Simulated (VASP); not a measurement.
Runs of VASP 6.6.1 on La2O3. The structure is that of space group P-3m1 (No. 164), or close to it. The cells are those of the table. 

```csv
task,level,cell,k mesh,cutoff (eV),smearing,gap on the mesh (eV),pressure (GPa),largest force (eV/Å)
single point,PBEsol,"a = 3.906, b = 3.906, c = 6.041 Å, angles 90.0, 90.0, 120.0°, 5 atoms",6 × 6 × 4,520,fermi-dirac 0.02 eV,3.78,-0.2,0.01
single point,r2SCAN,"a = 3.935, b = 3.935, c = 6.126 Å, angles 90.0, 90.0, 120.0°, 5 atoms",12 × 12 × 4,520,gaussian 0.01 eV,4.24,(a),0.02
single point,PBE,"a = 3.935, b = 3.935, c = 6.126 Å, angles 90.0, 90.0, 120.0°, 5 atoms",12 × 12 × 4,520,fermi-dirac 0.02 eV,(b),1.0,0.04
relaxation of cell and atoms,PBEsol,"relaxed from a = 3.940, b = 3.940, c = 6.187 Å, angles 90.0, 90.0, 120.0°, 5 atoms",6 × 6 × 4,600,fermi-dirac 0.02 eV,3.78,0.0,-
single point,r2SCAN,"a = 3.935, b = 3.935, c = 6.126 Å, angles 90.0, 90.0, 120.0°, 5 atoms",6 × 6 × 4,520,fermi-dirac 0.02 eV,4.24,-0.5,0.02
```

Alike in all rows: potentials or basis VASP PAW PBE potentials, release 64 (La, O); no spin polarisation.

Problem. Fill in the values left out.

Solution. (a) -0.4; (b) 3.86.

Caveats: spin-orbit coupling is left out, which moves the levels of the heavy elements; the PAW data sets were made with another functional, which shifts forces and pressure a little (some runs).

A k mesh can miss the band edges, and the runs leave out spin-orbit coupling on La.
